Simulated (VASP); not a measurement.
Set up this calculation in VASP 6.6.1, as the native input.

```yaml
Task: relaxation of cell and atoms
Functional: HF
Potentials_or_basis: VASP PAW PBE potentials, release 64 (Ru_pv, Al)
Cutoff: 600 eV
k_mesh: 5 × 5 × 5
Occupations: fermi-dirac, width 0.05 eV
Spin: no spin polarisation
Dipole_correction: no
Grid_for_exact_exchange_PRECFOCK: Normal
Further_INCAR_settings: ALGO = Normal; EDIFF = 1e-06; IBRION = 2; EDIFFG = -0.01; NSW = 60; ISIF = 3
Share_of_exact_exchange: 1
```

Crystal: AlRu.

```
Ru Al
1.0
     2.99160    0.00000    0.00000
     0.00000    2.99160    0.00000
     0.00000    0.00000    2.99160
Ru Al
1 1
Direct
  0.50000 0.50000 0.50000
  0.00000 0.00000 0.00000
```

One way to write it, as run:

POSCAR

```
AlRu
1.0
    2.9916000000      0.0000000000      0.0000000000
    0.0000000000      2.9916000000      0.0000000000
    0.0000000000      0.0000000000      2.9916000000
Ru Al
1 1
Direct
    0.5000000000      0.5000000000      0.5000000000
    0.0000000000      0.0000000000      0.0000000000
```

INCAR.step1

```
SYSTEM = AlRu
ALGO = Normal ; EDIFF = 1E-5
ENCUT = 600 ; GGA = PE
ISMEAR = -1 ; LASPH = .True.
LCHARG = .False. ; LREAL = .False.
LWAVE = .True. ; NBANDS = 16
NELM = 60 ; PREC = Accurate
SIGMA = 0.05
```

INCAR.step2

```
SYSTEM = AlRu
AEXX = 1.0 ; AGGAC = 0.0
ALDAC = 0.0 ; ALGO = Normal
EDIFF = 1E-6 ; EDIFFG = -0.01
ENCUT = 600 ; GGA = PE
IBRION = 2 ; ISIF = 3
ISMEAR = -1 ; ISTART = 1
LASPH = .True. ; LCHARG = .False.
LHFCALC = .True. ; LREAL = .False.
LWAVE = .False. ; NELM = 60
NSW = 60 ; PREC = Accurate
PRECFOCK = Normal ; SIGMA = 0.05
```

KPOINTS

```
k-points
0
Gamma
  5 5 5
  0 0 0
```

Potentials or basis: VASP PAW PBE potentials, release 64 (Ru_pv, Al).

Command:

```console
$ cat potpaw_PBE.64/Ru_pv/POTCAR potpaw_PBE.64/Al/POTCAR > POTCAR
$ cp INCAR.step1 INCAR
$ mpirun -np 1 vasp_std > vasp.out
$ cp INCAR.step2 INCAR
$ mpirun -np 1 vasp_std > vasp.out
```

It gave:

```
Relaxed volume                        : 13.42 Å³/atom
Relaxed cell                          : a = 2.994 Å, b = 2.994 Å, c = 2.994 Å, α = 90.00°, β = 90.00°, γ = 90.00°
Space group after relaxing (to 0.1 Å) : Pm-3m (No. 221)
Energy gained by relaxing             : 0.1 meV/atom
Ionic steps                           : 3
Pressure after relaxing               : -0.1 GPa
Band gap on the k mesh                : zero (an odd number of electrons rules out a gap without spin polarisation)
```

Caveat: the k points lie up to 0.42 Å⁻¹ apart in the final cell, too coarse for converged energies and pressures of a metal; the PAW data sets were made with another functional, which shifts forces and pressure a little.

It took 23 min on 1 thread of Intel(R) Xeon(R) 6975P-C (Granite Rapids) (shared host), peak memory 0.15 GiB.
